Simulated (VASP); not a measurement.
BP, 2 atoms in the cell. It takes space group F-43m (No. 216, cubic). Conventional cell: a = 4.538 Å, b = 4.538 Å, c = 4.538 Å, α = 90.00°, β = 90.00°, γ = 90.00°. B (site symmetry -43m) has 4 P at 1.97 Å within 2.6 Å. P (site symmetry -43m) has 4 B at 1.97 Å within 2.6 Å. 

- Program: VASP 6.6.1
- Task: relaxation of cell and atoms
- Functional: PBEsol
- Potentials or basis: VASP PAW PBE potentials, release 64 (B, P)
- Cutoff: 600 eV
- k mesh: 16 × 16 × 16
- Occupations: fermi-dirac, width 0.1 eV
- Spin: no spin polarisation
- Dipole correction: no
- Further INCAR settings: ALGO = Normal; EDIFF = 1e-06; IBRION = 2; EDIFFG = -0.002; NSW = 100; ISIF = 3

Potentials or basis: VASP PAW PBE potentials, release 64 (B, P).

Command:

```bash
$ cat potpaw_PBE.64/B/POTCAR potpaw_PBE.64/P/POTCAR > POTCAR
$ mpirun -np 1 vasp_std > vasp.out
```

Hardware: 1 thread of Intel Xeon 8259CL, on a shared host.

Task: How long does it take, and how much memory?

Result: Run time: 98 s on 1 thread of Intel Xeon 8259CL (shared host), peak memory 0.17 GiB. Counts: scf iterations 24, k points 145, ion steps 3.
